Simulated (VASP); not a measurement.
## Au: single point with PBEsol

Au:

```
Au
1.0
     0.00000    2.14778    2.09664
     2.14778    0.00000    2.09664
     2.14778    2.14778    0.00000
Au
1
Direct
  0.00000 0.00000 0.00000
```

This cell differs from its parent crystal: strain +0.050 along x and y, +0.025 along z.

- Program: VASP 6.6.1
- Task: single point
- Functional: PBEsol
- Potentials or basis: VASP PAW PBE potentials, release 64 (Au)
- Cutoff: 520 eV
- k mesh: 20 × 20 × 20
- Occupations: gaussian, width 0.15 eV
- Spin: no spin polarisation
- Dipole correction: no
- Further INCAR settings: ALGO = Fast; EDIFF = 1e-07; NBANDS = 12

The pressure is -15.5 GPa.

Stress tensor (GPa, compression positive):
```
-15.67   0.00   0.00
  0.00 -15.67   0.00
  0.00   0.00 -15.26
```

Levels at points of the mesh, in eV from the Fermi level:
| k point | band 4 | band 5 | band 6 | band 7 | band 8 | band 9 |
| --- | --- | --- | --- | --- | --- | --- |
| (0.00, 0.00, 0.00) | -3.89 | -2.88 | -2.69 | 14.65 | 17.81 | 17.81 |
| (0.50, 0.00, 0.00) | -1.86 | -1.78 | -0.41 | 2.48 | 14.02 | 15.90 |
| (0.50, 0.50, 0.00) | -1.56 | -1.56 | 1.60 | 5.17 | 9.37 | 9.37 |
| (0.50, 0.00, 0.50) | -1.64 | -1.51 | 1.23 | 4.68 | 9.77 | 9.77 |

Run time: 3.2 min on 1 thread of AMD EPYC 7R43 64-Core Processor (Zen 3), with other jobs on the host, peak memory 0.22 GiB.

Caveat: the cell differs from its parent crystal (strain +0.050 along x and y, +0.025 along z); the PAW data sets were made with another functional, which shifts forces and pressure a little; spin-orbit coupling is left out, which moves the levels of the heavy elements.
